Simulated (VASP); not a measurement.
# CdSe (Pm-3m) in VASP: notebook

The runs below take CdSe through single point, relaxation of cell and atoms, with PBE.

Everything below comes from runs of VASP 6.6.1. Logs are shortened: lines on timing, memory, paths and dates and some standing lists are left out, and cuts for length are marked.

### Step 1. The cell of the first run

Symmetry: Pm-3m, No. 221, cubic system. Conventional cell: a = 3.557 Å, b = 3.557 Å, c = 3.557 Å, α = 90.00°, β = 90.00°, γ = 90.00°. Cd (site symmetry m-3m) has 8 Se at 3.08 Å and 6 Cd at 3.56 Å within 4.1 Å. Se (site symmetry m-3m) has 8 Cd at 3.08 Å and 6 Se at 3.56 Å within 4.1 Å.

### Step 2. Single point, PBE

INCAR reads:

```
SYSTEM = CdSe
  ALGO = Normal
  EDIFF = 1E-7
  ENCUT = 520
  GGA = PE
  ISIF = 2
  ISMEAR = 0
  LASPH = .True.
  LCHARG = .False.
  LREAL = .False.
  LWAVE = .False.
  NBANDS = 16
  NELM = 100
  PREC = Accurate
  SIGMA = 0.1
```

KPOINTS reads:

```
k-points
0
Gamma
  16 16 16
  0 0 0
```

POSCAR reads:

```
CdSe
1.0
    3.5573491732      0.0000000000      0.0000000000
    0.0000000000      3.5573491732      0.0000000000
    0.0000000000      0.0000000000      3.5573491732
Cd Se
1 1
Direct
    0.0000000000      0.0000000000      0.0000000000
    0.5000000000      0.5000000000      0.5000000000
```

Potentials or basis: VASP PAW PBE potentials, release 64 (Cd, Se).

The run is started by

```bash
$ cat potpaw_PBE.64/Cd/POTCAR potpaw_PBE.64/Se/POTCAR > POTCAR
$ mpirun -np 1 vasp_std > vasp.out
```

OUTCAR:

```text
SYSTEM = CdSe
   EDIFF = 1E-7
   ENCUT = 520
   GGA = PE
   ISIF = 2
   ISMEAR = 0
   LASPH = .True.
   LREAL = .False.
   NELM = 100
   PREC = Accurate

 ion  position               nearest neighbor table
   1  0.000  0.000  0.000-   2 3.08   2 3.08   2 3.08   2 3.08   2 3.08   2 3.08   2 3.08   2 3.08

   2  0.500  0.500  0.500-   1 3.08   1 3.08   1 3.08   1 3.08   1 3.08   1 3.08   1 3.08   1 3.08

  LATTYP: Found a simple cubic cell.
 ALAT       =     3.5573491732

  Lattice vectors:

 A1 = (   3.5573491732,   0.0000000000,   0.0000000000)
 A2 = (   0.0000000000,   3.5573491732,   0.0000000000)
 A3 = (   0.0000000000,   0.0000000000,   3.5573491732)

Analysis of symmetry for initial positions (statically):
=====================================================================
 Subroutine PRICEL returns:
 Original cell was already a primitive cell.

 Routine SETGRP: Setting up the symmetry group for a
 simple cubic supercell.

 Subroutine GETGRP returns: Found 48 space group operations
 (whereof 48 operations were pure point group operations)
 out of a pool of 48 trial point group operations.

The static configuration has the point symmetry O_h .

Analysis of symmetry for dynamics (positions and initial velocities):
=====================================================================
 Subroutine PRICEL returns:
 Original cell was already a primitive cell.

 Routine SETGRP: Setting up the symmetry group for a
 simple cubic supercell.

 Subroutine GETGRP returns: Found 48 space group operations
 (whereof 48 operations were pure point group operations)
 out of a pool of 48 trial point group operations.

The dynamic configuration has the point symmetry O_h .

 Subroutine INISYM returns: Found 48 space group operations
 (whereof 48 operations are pure point group operations),
 and found     1 'primitive' translations

----------------------------------------------------------------------------------------

                                     Primitive cell

  volume of cell :      45.0173

  direct lattice vectors                    reciprocal lattice vectors
     3.557349173  0.000000000  0.000000000     0.281108194  0.000000000  0.000000000
     0.000000000  3.557349173  0.000000000     0.000000000  0.281108194  0.000000000
     0.000000000  0.000000000  3.557349173     0.000000000  0.000000000  0.281108194

  length of vectors
     3.557349173  3.557349173  3.557349173     0.281108194  0.281108194  0.281108194

  position of ions in fractional coordinates (direct lattice)
     0.000000000  0.000000000  0.000000000
     0.500000000  0.500000000  0.500000000

[... 73 lines left out ...]
   LASPH  =      T    aspherical Exc in radial PAW
   ENCUT  =  520.0 eV  38.22 Ry    6.18 a.u.   6.61  6.61  6.61*2*pi/ulx,y,z
   NELM   =    100;   NELMIN=  2; NELMDL= -5     # of ELM steps
   EDIFF  = 0.1E-06   stopping-criterion for ELM
   LREAL  =      F    real-space projection
   EDIFFG = 0.1E-05   stopping-criterion for IOM
   NSW    =      0    number of steps for IOM
   IBRION =     -1    ionic relax: 0-MD 1-quasi-New 2-CG
   NFREE  =      0    steps in history (QN), initial steepest desc. (CG)
   ISIF   =      2    stress and relaxation
   ISYM   =      2    0-nonsym 1-usesym 2-fastsym
   POTIM  = 0.5000    time-step for ionic-motion
   TEBEG  =    0.0;   TEEND  =   0.0 temperature during run
   PSTRESS=    0.0 pullay stress
   NELECT =      18.0000    total number of electrons
   NUPDOWN=      -1.0000    fix difference up-down
   EMIN   =  10.00;   EMAX   =-10.00  energy-range for DOS
   EFERMI =   0.00;   METHOD = LEGACY
   ISMEAR =     0;   SIGMA  =   0.10  broadening in eV -4-tet -1-fermi 0-gaus
   EFERMI_NEDOS =   21; number of points for ismear=-14 and -15
   IALGO  =     38    algorithm
   IMIX   =      4    mixing-type and parameters
     AMIX     =   0.40;   BMIX     =  1.00
     AMIX_MAG =   1.60;   BMIX_MAG =  1.00
  volume/ion in A,a.u.               =      22.51       151.90
  Fermi-wavevector in a.u.,A,eV,Ry     =   1.206070  2.279142 19.791099  1.454605
  Thomas-Fermi vector in A             =   2.341748
   LORBIT       =      0    0 simple, 1 ext, 2 COOP (PROOUT), +10 PAW based schemes
   GGA     = PE    functional components
   LHFCALC =     F    Hartree Fock is set to
   AEXX    =    0.0000 exact exchange contribution
   IVDW    =     0    specifies the selected vdW correction
   LEPSILON=     F    determine dielectric tensor
   LRPA    =     F    only Hartree local field effects (RPA)
 non-spin polarized calculation
 Gauss-broadening in eV      SIGMA  =   0.10
  energy-cutoff  :      520.00
  volume of cell :       45.02
 maximum number of plane-waves:      1231
 NGX is ok and might be reduce to    28
   NGX = 13   NGY = 13   NGZ = 13

 number of electron      17.9999988 magnetization

 Free energy of the ion-electron system (eV)
  ---------------------------------------------------
  ext. energy  EPLUGINS =         0.00000000
  ---------------------------------------------------
  free energy    TOTEN  =        -4.30395576 eV

  energy without entropy =       -4.29577258  energy(sigma->0) =       -4.29986417

 E-fermi :   3.2099     XC(G=0): -10.4063

 val. band max:        3.2049490348   @ k =   0.1250   0.0000   0.0000
 cond. band min:       3.2106614200   @ k =   0.3750   0.3750   0.0625
 fundamental gap:      0.0057123852
 Fermi energy:         3.2099277775

 k-point     1 :       0.0000    0.0000    0.0000
  band No.  band energies     occupation
      1     -10.3195      2.00000
      2      -5.4690      2.00000
      3      -5.4690      2.00000
      4      -5.0537      2.00000
      5      -5.0537      2.00000
      6      -5.0537      2.00000
[... 433 lines left out ...]
      3      -5.2721      2.00000
      4      -5.2438      2.00000
      5      -5.2209      2.00000
      6      -5.0577      2.00000
[... 8 lines left out ...]
     15      15.0847      0.00000
     16      16.8002      0.00000

 [... further k-points ...]
[... 5 lines left out ...]
  --------------------------------------------------------------------------------------
  -------------------------------------------------------------------------------------
  Total        0.0686654      0.0686654      0.0686654      0.0000000     -0.0000000      0.0000000
  in kB        2.4438177      2.4438177      2.4438177      0.0000000     -0.0000000      0.0000000
  external PRESSURE =       2.4438177 kB  Pullay stress =       0.0000000 kB

 VOLUME and BASIS-vectors are now :
 -----------------------------------------------------------------------------
  energy-cutoff  :      520.00
  volume of cell :       45.02
      direct lattice vectors                 reciprocal lattice vectors
     3.557349173  0.000000000  0.000000000     0.281108194  0.000000000  0.000000000
     0.000000000  3.557349173  0.000000000     0.000000000  0.281108194  0.000000000
     0.000000000  0.000000000  3.557349173     0.000000000  0.000000000  0.281108194

 POSITION                                       TOTAL-FORCE (eV/Angst)
 -----------------------------------------------------------------------------------
      0.00000      0.00000      0.00000         0.000000      0.000000      0.000000
      1.77867      1.77867      1.77867         0.000000      0.000000      0.000000
 -----------------------------------------------------------------------------------
    total drift:                               -0.000000      0.000000      0.000000

  FREE ENERGIE OF THE ION-ELECTRON SYSTEM (eV)
  ---------------------------------------------------
  free  energy   TOTEN  =        -4.3039557609 eV

  energy  without entropy=       -4.2957725771  energy(sigma->0) =       -4.29986417
```

OSZICAR:

```text
N       E                     dE             d eps       ncg     rms          rms(c)
DAV:   1     0.105669618743E+03    0.10567E+03   -0.91747E+03  5416   0.105E+03
DAV:   2    -0.123322732017E+01   -0.10690E+03   -0.99870E+02  6616   0.250E+02
DAV:   3    -0.482192637075E+01   -0.35887E+01   -0.35715E+01  6016   0.471E+01
DAV:   4    -0.483165282576E+01   -0.97265E-02   -0.97262E-02  6744   0.247E+00
DAV:   5    -0.483168750512E+01   -0.34679E-04   -0.34679E-04  6184   0.133E-01    0.486E+00
DAV:   6    -0.431221435977E+01    0.51947E+00   -0.96782E-01  6288   0.996E+00    0.436E+00
DAV:   7    -0.430743423062E+01    0.47801E-02   -0.76438E-02  5760   0.245E+00    0.218E+00
DAV:   8    -0.430398128276E+01    0.34529E-02   -0.65186E-03  6424   0.877E-01    0.247E-01
DAV:   9    -0.430391524445E+01    0.66038E-04   -0.44709E-04  6584   0.218E-01    0.572E-02
DAV:  10    -0.430395367653E+01   -0.38432E-04   -0.78637E-05  5800   0.786E-02    0.238E-02
DAV:  11    -0.430395560919E+01   -0.19327E-05   -0.41359E-06  6256   0.167E-02    0.535E-03
DAV:  12    -0.430395580519E+01   -0.19601E-06   -0.27389E-07  6368   0.527E-03    0.139E-03
DAV:  13    -0.430395576095E+01    0.44245E-07   -0.94431E-09  3496   0.814E-04
   1 F= -.43039558E+01 E0= -.42998642E+01  d E =-.818318E-02
```

stdout:

```text
POSCAR found type information on POSCAR CdSe
 POSCAR found :  2 types and       2 ions
 scaLAPACK will be used
 LDA part: xc-table for (Slater+PW92), standard interpolation
 POSCAR, INCAR and KPOINTS ok, starting setup
 FFT: planning ... GRIDC
 FFT: planning ... GRID_SOFT
 FFT: planning ... GRID
 WAVECAR not read
 entering main loop
```

Wall time 45 s (1 thread of Intel Xeon Platinum 8488C (Sapphire Rapids), shared host); peak memory 0.25 GiB.

Results:

```yaml
Free_energy: -4.3040 eV
Pressure: 0.2 GPa
Band_gap_on_the_k_mesh: zero (band 9 reaches 3.40 eV, above the bottom of band 10 at 2.11 eV)
```

Levels at points of the mesh, in eV from the Fermi level:
```
           k point  band 7  band 8  band 9  band 10  band 11  band 12
(0.00, 0.00, 0.00)   -1.55   -1.10   -1.10    -1.10     6.18     6.18
(0.50, 0.00, 0.00)   -5.87    0.11    0.11     2.77     3.96     6.65
(0.50, 0.50, 0.00)   -4.29   -4.29   -1.39     0.25     7.18     7.18
(0.50, 0.50, 0.50)   -2.12   -2.12   -2.12     1.53     1.53     1.53
```

### Step 3. Relaxation of cell and atoms, PBE

INCAR reads:

```
SYSTEM = CdSe
PREC = Accurate ; ENCUT = 600
EDIFF = 1E-6 ; ISMEAR = 0
SIGMA = 0.1 ; LREAL = .False.
LASPH = .True. ; NELM = 100
ALGO = Normal ; ISIF = 3
LWAVE = .False. ; LCHARG = .False.
GGA = PE ; IBRION = 2
NSW = 100 ; EDIFFG = -0.01
```

KPOINTS reads:

```
Automatic mesh
0
Gamma
  16 16 16
  0 0 0
```

POSCAR reads:

```
CdSe
1.0
    3.5552066678      0.0000000000      0.0000000000
    0.0000000000      3.5552066678      0.0000000000
    0.0000000000      0.0000000000      3.5552066678
Cd Se
1 1
Direct
    0.0000000000      0.0000000000      0.0000000000
    0.5000000000      0.5000000000      0.5000000000
```

Potentials or basis: VASP PAW PBE potentials, release 64 (Cd, Se).

The run is started by

```bash
$ cat potpaw_PBE.64/Cd/POTCAR potpaw_PBE.64/Se/POTCAR > POTCAR
$ mpirun -np 1 vasp_std > vasp.out
```

OUTCAR:

```text
SYSTEM = CdSe
   PREC = Accurate
   ENCUT = 600
   EDIFF = 1E-6
   ISMEAR = 0
   LREAL = .False.
   LASPH = .True.
   NELM = 100
   ISIF = 3
   GGA = PE
   IBRION = 2
   NSW = 100
   EDIFFG = -0.01

 ion  position               nearest neighbor table
   1  0.000  0.000  0.000-   2 3.08   2 3.08   2 3.08   2 3.08   2 3.08   2 3.08   2 3.08   2 3.08

   2  0.500  0.500  0.500-   1 3.08   1 3.08   1 3.08   1 3.08   1 3.08   1 3.08   1 3.08   1 3.08

  LATTYP: Found a simple cubic cell.
[... 614 lines left out ...]
      9       3.2971      0.07508
     10       6.0826      0.00000
     11       6.8674      0.00000
     12      10.0216      0.00000
     13      10.0687      0.00000

 [... further k-points ...]
[... 5 lines left out ...]
  --------------------------------------------------------------------------------------
  -------------------------------------------------------------------------------------
  Total       -0.0096846     -0.0096846     -0.0096846      0.0000000     -0.0000000      0.0000000
  in kB       -0.3432367     -0.3432367     -0.3432367      0.0000000     -0.0000000      0.0000000
  external PRESSURE =      -0.3432367 kB  Pullay stress =       0.0000000 kB

 VOLUME and BASIS-vectors are now :
 -----------------------------------------------------------------------------
  energy-cutoff  :      600.00
  volume of cell :       45.21
      direct lattice vectors                 reciprocal lattice vectors
     3.562318409 -0.000000000 -0.000000000     0.280716063  0.000000000 -0.000000000
    -0.000000000  3.562318409 -0.000000000     0.000000000  0.280716063  0.000000000
     0.000000000 -0.000000000  3.562318409     0.000000000  0.000000000  0.280716063

 POSITION                                       TOTAL-FORCE (eV/Angst)
 -----------------------------------------------------------------------------------
      0.00000      0.00000      0.00000         0.000000     -0.000000      0.000000
      1.78116      1.78116      1.78116        -0.000000      0.000000      0.000000
 -----------------------------------------------------------------------------------
    total drift:                               -0.000000      0.000000     -0.000000

  FREE ENERGIE OF THE ION-ELECTRON SYSTEM (eV)
  ---------------------------------------------------
  free  energy   TOTEN  =        -4.3036339477 eV

  energy  without entropy=       -4.2954151273  energy(sigma->0) =       -4.29952454

 reached required accuracy - stopping structural energy minimisation
```

OSZICAR:

```text
N       E                     dE             d eps       ncg     rms          rms(c)
DAV:   1     0.116656675151E+03    0.11666E+03   -0.99996E+03  4346   0.144E+03
[... 12 lines left out ...]
       N       E                     dE             d eps       ncg     rms          rms(c)
DAV:   1    -0.430931642104E+01   -0.58816E-02   -0.12467E-01  4750   0.458E+00    0.570E-01
DAV:   2    -0.430426993992E+01    0.50465E-02   -0.12328E-02  4390   0.168E+00    0.186E-01
DAV:   3    -0.430370194367E+01    0.56800E-03   -0.14254E-03  4835   0.437E-01    0.158E-01
DAV:   4    -0.430364053829E+01    0.61405E-04   -0.62062E-05  4465   0.786E-02    0.404E-02
DAV:   5    -0.430363371580E+01    0.68225E-05   -0.72348E-06  4630   0.309E-02    0.420E-03
DAV:   6    -0.430363394771E+01   -0.23192E-06   -0.98029E-07  2296   0.145E-02
   2 F= -.43036339E+01 E0= -.42995245E+01  d E =-.198929E-03
```

CONTCAR:

```text
CdSe
   1.00000000000000
     3.5623184093529559   -0.0000000000000000   -0.0000000000000000
    -0.0000000000000000    3.5623184093529559   -0.0000000000000000
     0.0000000000000000   -0.0000000000000000    3.5623184093529559
  Cd              Se
     1     1
Direct
     0.0000000000000000    0.0000000000000000    0.0000000000000000
     0.5000000000000000    0.5000000000000000    0.5000000000000000

  0.00000000E+00  0.00000000E+00  0.00000000E+00
  0.00000000E+00  0.00000000E+00  0.00000000E+00
```

Wall time 52 s (1 thread of Intel Xeon Platinum 8488C (Sapphire Rapids), shared host); peak memory 0.26 GiB.

What came out:

* Free energy: -4.3036 eV
* Relaxed volume: 22.60 Å³/atom
* Relaxed cell: a = 3.562 Å, b = 3.562 Å, c = 3.562 Å, α = 90.00°, β = 90.00°, γ = 90.00°
* Space group after relaxing (to 0.05 Å): Pm-3m (No. 221)
* Energy gained by relaxing: 0.1 meV/atom
* Ionic steps: 2
* Pressure after relaxing: 0.0 GPa
* Band gap on the k mesh: zero (band 9 reaches 3.36 eV, above the bottom of band 10 at 2.08 eV)

The path:
```
step  energy change (eV)  largest force (eV/Å)  pressure (GPa)  volume (Å³)
   1              0.0000                0.0000            0.30        44.94
   2             -0.0002                0.0000           -0.03        45.21
```

Final structure:
```
Cd Se
1.0
     3.56232    0.00000    0.00000
     0.00000    3.56232    0.00000
     0.00000    0.00000    3.56232
Cd Se
1 1
Direct
  0.00000 0.00000 0.00000
  0.50000 0.50000 0.50000
```

Levels at points of the mesh, in eV from the Fermi level:
```csv
k point,band 5,band 6,band 7,band 8,band 9,band 10,band 11,band 12,band 13
"(0.00, 0.00, 0.00)",-8.26,-8.26,-1.56,-1.09,-1.09,-1.09,6.18,6.18,10.58
"(0.50, 0.00, 0.00)",-8.46,-8.24,-5.85,0.11,0.11,2.76,3.94,6.65,6.65
"(0.50, 0.50, 0.00)",-8.11,-8.05,-4.27,-4.27,-1.39,0.24,7.16,7.16,8.15
"(0.50, 0.50, 0.50)",-8.10,-8.10,-2.12,-2.12,-2.12,1.55,1.55,1.55,1.67
```

[end of part 1 of 2]
